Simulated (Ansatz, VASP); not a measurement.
Two plane-wave programs on SiC

INCAR

```
SYSTEM = SiC
  PREC = Accurate
  ENCUT = 520
  EDIFF = 1E-6
  ISMEAR = 0
  SIGMA = 0.02
  LREAL = .False.
  LASPH = .True.
  NELM = 100
  ALGO = Normal
  ISIF = 2
  LWAVE = .False.
  LCHARG = .False.
  GGA = PE
  NBANDS = 16
```

File KPOINTS:

```
regular mesh
0
Gamma
  12 12 6
  0 0 0
```

POSCAR

```
SiC
1.0
    2.9944529007      0.0000000000      0.0000000000
   -1.4972264503      2.5932722824      0.0000000000
    0.0000000000      0.0000000000      4.9099970342
Si C
2 2
Direct
    0.3333333333      0.6666666667      0.4995822901
    0.6666666667      0.3333333333      0.9995822901
    0.3333333333      0.6666666667      0.8754177099
    0.6666666667      0.3333333333      0.3754177099
```

Input for Ansatz:

```yaml
crystal:
  lattice:
    - [2.9944529007, 0.0, 0.0]
    - [-1.4972264503, 2.5932722824, 0.0]
    - [0.0, 0.0, 4.9099970342]
  atoms:
    - { symbol: Si, position: [0.3333333333, 0.6666666667, 0.4995822901] }
    - { symbol: Si, position: [0.6666666667, 0.3333333333, 0.9995822901] }
    - { symbol: C, position: [0.3333333333, 0.6666666667, 0.8754177099] }
    - { symbol: C, position: [0.6666666667, 0.3333333333, 0.3754177099] }
basis:
  ecutwfc: 420
kpoints:
  mp_grid: { grid: [12, 12, 6] }
  band_path: { path: [VBM, CBM], npoints: 2 }
hamiltonian:
  xc: pbe
scf:
  occupations: { method: gaussian, width: 0.02 }
output:
  forces: true
  stress: true
  eigenvalues: true
checkpoint:
  read: start.run
  write: ck
  compress: false
  write_wavefunctions: false
  write_every: 100000
```

Alike in both runs: task single point; functional PBE; k mesh 12 × 12 × 6; occupations gaussian, width 0.02 eV; no spin polarisation.

|  | VASP | Ansatz |
| --- | --- | --- |
| version | VASP 6.6.1 | Ansatz 0.2.0 |
| potentials or method | VASP PAW PBE potentials, release 64 (Si, C), cutoff 520 eV | scalar-relativistic, plane waves, PAW |
| valence electrons in the cell | 16 | 16 |

VASP gave:

```
gap on the k mesh at the Fermi level (eV) : 2.13
least direct gap on the mesh (eV)         : 4.12
pressure (GPa)                            : 24.9
```

Estimate Ansatz's values.

gap on the k mesh at the Fermi level (eV): 2.13; least direct gap on the mesh (eV): 4.13; pressure (GPa): 25.0.

With one functional, cell and mesh, what is left measures potentials, basis and numerics.
